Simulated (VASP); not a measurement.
# In (I4/mmm) in VASP: a series of runs

In is run at these levels: r2SCAN, PBEsol-based screened hybrid with 25 % exact exchange; tasks: single point.

All numbers are computed with VASP 6.6.1; they aren't measurements. Logs are shortened: lines on timing, memory, paths and dates and some standing lists are left out, and cuts for length are marked.

### 1 The cell of the first run

Symmetry: I4/mmm, No. 139, tetragonal system. Conventional cell: a = 3.251 Å, b = 3.251 Å, c = 4.947 Å, α = 90.00°, β = 90.00°, γ = 90.00°. In (site symmetry 4/mmm) has 12 In at 3.25 to 3.38 Å within 4.3 Å.

### 2 Single point, r2SCAN, non-collinear spin, zero start, spin-orbit coupling

Input file POSCAR:

```
In
1.0
   -1.6254700000      1.6254700000      2.4737000000
    1.6254700000     -1.6254700000      2.4737000000
    1.6254700000      1.6254700000     -2.4737000000
In
1
Direct
    0.0000000000      0.0000000000      0.0000000000
```

Input file INCAR.step1:

```
  PREC = Accurate
  ENCUT = 520
  ISMEAR = -1
  SIGMA = 0.05
  LREAL = False
  LASPH = True
  NELM = 150
  MAGMOM = 0 0 0
  LSORBIT = True
  GGA_COMPAT = False
  NBANDS = 24
  GGA = PE
  ALGO = Normal
  EDIFF = 1E-4
  LWAVE = True
  LCHARG = False
```

Input file INCAR.step2:

```
  PREC = Accurate
  ENCUT = 520
  EDIFF = 1E-6
  ISMEAR = -1
  SIGMA = 0.05
  LREAL = False
  LASPH = True
  NELM = 150
  ALGO = Normal
  ISIF = 2
  LWAVE = False
  LCHARG = False
  MAGMOM = 0 0 0
  LORBIT = 11
  LSORBIT = True
  GGA_COMPAT = False
  LORBMOM = True
  METAGGA = R2SCAN
  LMIXTAU = True
  NBANDS = 24
  ISTART = 1
```

Input file KPOINTS:

```
regular mesh
0
Gamma
  8 8 8
```

Potentials or basis: VASP PAW PBE potentials, release 64 (In_d).

Command:

```bash
cat potpaw_PBE.64/In_d/POTCAR > POTCAR
cp INCAR.step1 INCAR
mpirun -np 1 vasp_ncl > vasp.out
cp INCAR.step2 INCAR
mpirun -np 1 vasp_ncl > vasp.out
```

OUTCAR:

```text
PREC = Accurate
   ENCUT = 520
   EDIFF = 1E-6
   ISMEAR = -1
   LREAL = False
   LASPH = True
   NELM = 150
   ISIF = 2
   LORBIT = 11
   LSORBIT = True
   METAGGA = R2SCAN
   ISTART = 1

 ion  position               nearest neighbor table
   1  0.000  0.000  0.000-

  LATTYP: Found a body centered tetragonal cell.
 ALAT       =     3.2509400000
 C/A-ratio  =     1.5218367611

  Lattice vectors:

 A1 = (  -1.6254700000,   1.6254700000,   2.4737000000)
 A2 = (   1.6254700000,  -1.6254700000,   2.4737000000)
 A3 = (   1.6254700000,   1.6254700000,  -2.4737000000)

Analysis of symmetry for initial positions (statically):
=====================================================================
 Subroutine PRICEL returns:
 Original cell was already a primitive cell.

 Routine SETGRP: Setting up the symmetry group for a
 body centered tetragonal supercell.

 Subroutine GETGRP returns: Found 16 space group operations
 (whereof 16 operations were pure point group operations)
 out of a pool of 16 trial point group operations.

The static configuration has the point symmetry D_4h.

Analysis of symmetry for dynamics (positions and initial velocities):
=====================================================================
 Subroutine PRICEL returns:
 Original cell was already a primitive cell.

 Routine SETGRP: Setting up the symmetry group for a
 body centered tetragonal supercell.

 Subroutine GETGRP returns: Found 16 space group operations
 (whereof 16 operations were pure point group operations)
 out of a pool of 16 trial point group operations.

The dynamic configuration has the point symmetry D_4h.

Analysis of structural, dynamic, and magnetic symmetry:
=====================================================================
 Subroutine PRICEL returns:
 Original cell was already a primitive cell.

 Routine SETGRP: Setting up the symmetry group for a
 body centered tetragonal supercell.

 Subroutine GETGRP returns: Found 16 space group operations
 (whereof 16 operations were pure point group operations)
 out of a pool of 16 trial point group operations.

The overall configuration has the point symmetry D_4h.

 Subroutine INISYM returns: Found 16 space group operations
 (whereof 16 operations are pure point group operations),
 and found     1 'primitive' translations

----------------------------------------------------------------------------------------

                                     Primitive cell

  volume of cell :      26.1436

  direct lattice vectors                    reciprocal lattice vectors
    -1.625470000  1.625470000  2.473700000     0.000000000  0.307603339  0.202126369
     1.625470000 -1.625470000  2.473700000     0.307603339  0.000000000  0.202126369
     1.625470000  1.625470000 -2.473700000     0.307603339  0.307603339  0.000000000

  length of vectors
     3.376906444  3.376906444  3.376906444     0.368069129  0.368069129  0.435016814

  position of ions in fractional coordinates (direct lattice)
     0.000000000  0.000000000  0.000000000

  ion indices of the primitive-cell ions
   primitive index   ion index
                 1           1

----------------------------------------------------------------------------------------

 KPOINTS: regular mesh

Automatic generation of k-mesh.
 Grid dimensions read from file:
 generate k-points for:    8    8    8

 Generating k-lattice:

  Cartesian coordinates                     Fractional coordinates (reciprocal lattice)
     0.000000000  0.038450417  0.025265796     0.125000000  0.000000000 -0.000000000
     0.038450417  0.000000000  0.025265796     0.000000000  0.125000000 -0.000000000
     0.038450417  0.038450417  0.000000000     0.000000000  0.000000000  0.125000000

  Length of vectors
     0.046008641  0.046008641  0.054377102

  Shift w.r.t. Gamma in fractional coordinates (k-lattice)
     0.000000000  0.000000000  0.000000000

 Subroutine IBZKPT returns following result:
 ===========================================

[... 37 lines left out ...]
 SYSTEM =  unknown system
   PREC   = accura    normal or accurate (medium, high low for compatibility)
   ISTART =      1    job   : 0-new  1-cont  2-samecut
   ICHARG =      0    charge: 1-file 2-atom 10-const
   ISPIN  =      1    spin polarized calculation?
   LNONCOLLINEAR =      T non collinear calculations
   LSORBIT =      T    spin-orbit coupling
   LASPH  =      T    aspherical Exc in radial PAW
   ENCUT  =  520.0 eV  38.22 Ry    6.18 a.u.   6.28  6.28  6.28*2*pi/ulx,y,z
   NELM   =    150;   NELMIN=  2; NELMDL=  0     # of ELM steps
   EDIFF  = 0.1E-05   stopping-criterion for ELM
   LREAL  =      F    real-space projection
[... 7 lines left out ...]
   TEBEG  =    0.0;   TEEND  =   0.0 temperature during run
   PSTRESS=    0.0 pullay stress
   NELECT =      13.0000    total number of electrons
   NUPDOWN=      -1.0000    fix difference up-down
   EMIN   =  10.00;   EMAX   =-10.00  energy-range for DOS
   EFERMI =   0.00;   METHOD = LEGACY
   ISMEAR =    -1;   SIGMA  =   0.05  broadening in eV -4-tet -1-fermi 0-gaus
   EFERMI_NEDOS =   21; number of points for ismear=-14 and -15
   IALGO  =     38    algorithm
   IMIX   =      4    mixing-type and parameters
     AMIX     =   0.40;   BMIX     =  1.00
     AMIX_MAG =   1.60;   BMIX_MAG =  1.00
  volume/ion in A,a.u.               =      26.14       176.43
  Fermi-wavevector in a.u.,A,eV,Ry     =   1.296983  2.450943 22.887245  1.682165
  Thomas-Fermi vector in A             =   2.428405
   LORBIT       =     11    0 simple, 1 ext, 2 COOP (PROOUT), +10 PAW based schemes
   METAGGA = R2SCAN    functional components
   LHFCALC =     F    Hartree Fock is set to
   AEXX    =    0.0000 exact exchange contribution
   IVDW    =     0    specifies the selected vdW correction
   LEPSILON=     F    determine dielectric tensor
   LRPA    =     F    only Hartree local field effects (RPA)
  energy-cutoff  :      520.00
  volume of cell :       26.14
 maximum number of plane-waves:      1440
 NGX is ok and might be reduce to    28
   NGX = 13   NGY = 13   NGZ = 13

 number of electron      13.0000006 magnetization      -0.0000000      0.0000000      0.0000000

 number of electron      13.0000006 magnetization       0.0000000     -0.0000000     -0.0000000

 Free energy of the ion-electron system (eV)
  ---------------------------------------------------
  ext. energy  EPLUGINS =         0.00000000
  ---------------------------------------------------
  free energy    TOTEN  =       -22.60144755 eV

  energy without entropy =      -22.59865879  energy(sigma->0) =      -22.60005317

 E-fermi :   7.5510     XC(G=0): -11.0816

 val. band max:        7.5210704479   @ k =  -0.3750   0.3750   0.2500
 cond. band min:       7.6950521215   @ k =   0.3750   0.3750  -0.0000
 fundamental gap:      0.1739816737
 Fermi energy:         7.5510338434

 k-point     1 :       0.0000    0.0000    0.0000
  band No.  band energies     occupation
      1      -8.2099      1.00000
      2      -8.2099      1.00000
      3      -8.1887      1.00000
      4      -8.1887      1.00000
      5      -7.4097      1.00000
      6      -7.4097      1.00000
[... 637 lines left out ...]
     23      25.9156      0.00000
     24      25.9159      0.00000

 [... further k-points ...]

------------------------ aborting loop because EDIFF is reached ----------------------------------------

  FORCE on cell =-STRESS in cart. coord.  units (eV):
  Direction    XX          YY          ZZ          XY          YZ          ZX
  --------------------------------------------------------------------------------------
  -------------------------------------------------------------------------------------
  Total       -0.2471391     -0.2471391      0.5140584      0.0000000      0.0000000      0.0000000
  in kB      -15.1456210    -15.1456210     31.5034502      0.0000000      0.0000000      0.0000000
  external PRESSURE =       0.4040694 kB  Pullay stress =       0.0000000 kB

 VOLUME and BASIS-vectors are now :
 -----------------------------------------------------------------------------
  energy-cutoff  :      520.00
  volume of cell :       26.14
      direct lattice vectors                 reciprocal lattice vectors
    -1.625470000  1.625470000  2.473700000     0.000000000  0.307603339  0.202126369
     1.625470000 -1.625470000  2.473700000     0.307603339  0.000000000  0.202126369
     1.625470000  1.625470000 -2.473700000     0.307603339  0.307603339  0.000000000

 POSITION                                       TOTAL-FORCE (eV/Angst)
 -----------------------------------------------------------------------------------
      0.00000      0.00000      0.00000        -0.000000      0.000000      0.000000
 -----------------------------------------------------------------------------------
    total drift:                                0.000000      0.000000      0.000000

  FREE ENERGIE OF THE ION-ELECTRON SYSTEM (eV)
  ---------------------------------------------------
  free  energy   TOTEN  =       -22.6014475457 eV

  energy  without entropy=      -22.5986587905  energy(sigma->0) =      -22.60005317

 orbital moment (x)

 # of ion     p       d       tot
 ----------------------------------------
  1         0.000   0.000   0.000
 ----------------------------------------
            0.000   0.000   0.000

 orbital moment (y)

 # of ion     p       d       tot
 ----------------------------------------
  1        -0.000  -0.000  -0.000
 ----------------------------------------
           -0.000  -0.000  -0.000

 orbital moment (z)

 # of ion     p       d       tot
 ----------------------------------------
  1         0.000   0.000   0.000
 ----------------------------------------
            0.000   0.000   0.000

 Spin-Orbit-Coupling matrix elements

 Ion:    1  E_soc:     -0.0669651
 l=   1
     0.0000000    -0.0051304    -0.0047595
    -0.0051304     0.0000000    -0.0051304
    -0.0047595    -0.0051304     0.0000000
 l=   2
     0.0000000    -0.0012409     0.0000000    -0.0012409    -0.0049623
    -0.0012409     0.0000000    -0.0036808    -0.0012255    -0.0012156
     0.0000000    -0.0036808     0.0000000    -0.0036808     0.0000000
    -0.0012409    -0.0012255    -0.0036808     0.0000000    -0.0012156
    -0.0049623    -0.0012156     0.0000000    -0.0012156     0.0000000
 l=   3
     0.0000000     0.0000000     0.0000000     0.0000000     0.0000000     0.0000000     0.0000000
     0.0000000     0.0000000     0.0000000     0.0000000     0.0000000     0.0000000     0.0000000
     0.0000000     0.0000000     0.0000000     0.0000000     0.0000000     0.0000000     0.0000000
     0.0000000     0.0000000     0.0000000     0.0000000     0.0000000     0.0000000     0.0000000
     0.0000000     0.0000000     0.0000000     0.0000000     0.0000000     0.0000000     0.0000000
     0.0000000     0.0000000     0.0000000     0.0000000     0.0000000     0.0000000     0.0000000
     0.0000000     0.0000000     0.0000000     0.0000000     0.0000000     0.0000000     0.0000000

 total charge

# of ion       s       p       d       tot
------------------------------------------
    1        0.987   0.530   9.848  11.365

 magnetization (x)

# of ion       s       p       d       tot
------------------------------------------
    1       -0.000  -0.000   0.000  -0.000

 magnetization (y)

# of ion       s       p       d       tot
------------------------------------------
    1       -0.000   0.000  -0.000  -0.000

 magnetization (z)

# of ion       s       p       d       tot
------------------------------------------
    1       -0.000   0.000  -0.000  -0.000
```

Wall time 7.7 min (1 thread of AMD EPYC 7R13 (Zen 3), shared host); peak memory 0.27 GiB.

Results:

```yaml
Free_energy: -22.6014 eV
Pressure: 0.0 GPa
Net_moment: 0.00 μB per cell
Valence_electrons_inside_the_program's_atomic_spheres: In 11.37
```

Stress tensor (GPa, compression positive):
```
-1.51  0.00  0.00
 0.00 -1.51  0.00
 0.00  0.00  3.15
```

Moments on the atoms (μB; x, y, z):
```
In  0.00 0.00 0.00
```

Caveat: the PAW data sets were made with another functional, which shifts forces and pressure a little.

### 3 Single point, PBEsol-based screened hybrid with 25 % exact exchange

This run uses another cell than the first one, of 24.83 Å³/atom.

Input file POSCAR:

```
In
1.0
   -1.6228007690      1.6228007690      2.3569413424
    1.6228007690     -1.6228007690      2.3569413424
    1.6228007690      1.6228007690     -2.3569413424
In
1
Direct
    0.0000000000      0.0000000000      0.0000000000
```

Input file INCAR.step1:

```
ALGO = Normal
EDIFF = 1E-5
ENCUT = 520
GGA = PE
ISIF = 2
ISMEAR = -1
LASPH = T
LCHARG = F
LREAL = F
LWAVE = T
NBANDS = 12
NELM = 100
PREC = Accurate
SIGMA = 0.05
```

Input file INCAR.step2:

```
AEXX = 0.25
ALGO = Normal
EDIFF = 1E-6
ENCUT = 520
GGA = PS
HFSCREEN = 0.207
ISIF = 2
ISMEAR = -1
ISTART = 1
LASPH = T
LCHARG = F
LHFCALC = T
LREAL = F
LWAVE = F
NBANDS = 12
NELM = 100
PREC = Accurate
PRECFOCK = Normal
SIGMA = 0.05
```

Input file KPOINTS:

```
k-points
0
Gamma
  6 6 6
```

Potentials or basis: VASP PAW PBE potentials, release 64 (In_d).

Command:

```bash
cat potpaw_PBE.64/In_d/POTCAR > POTCAR
cp INCAR.step1 INCAR
mpirun -np 1 vasp_std > vasp.out
cp INCAR.step2 INCAR
mpirun -np 1 vasp_std > vasp.out
```

Wall time 26 min (1 thread of Intel Xeon Platinum 8259CL at 2.50GHz (Skylake/Cascade Lake), shared host); peak memory 0.26 GiB.

Results (log left out):

| Item | Value |
| --- | --- |
| Free energy | -3.2487 eV |
| Pressure | -0.9 GPa |
| Band gap on the k mesh | zero (an odd number of electrons rules out a gap without spin polarisation) |

Levels at points of the mesh, in eV from the Fermi level:
```
           k point  band 3  band 4  band 5  band 6  band 7  band 8  band 9  band 10
(0.00, 0.00, 0.00)  -16.75  -16.58  -16.53  -11.29   11.91   11.91   11.98    12.37
(0.50, 0.00, 0.00)  -16.73  -16.38  -16.37   -4.95   -4.19    9.24    9.85    11.67
(0.50, 0.50, 0.00)  -16.39  -16.35  -16.31   -2.70   -1.98    4.38    4.54     8.09
(0.50, 0.50, 0.50)  -16.38  -16.34  -16.34   -2.98   -2.57    4.86    4.86     8.48
```

Caveat: the k points lie up to 0.39 Å⁻¹ apart, too coarse for converged energies and pressures of a metal; the PAW data sets were made with another functional, which shifts forces and pressure a little; spin-orbit coupling is left out, which moves the levels of the heavy elements.

The gap in the log of VASP goes by the Fermi energy; the results here count the filled bands.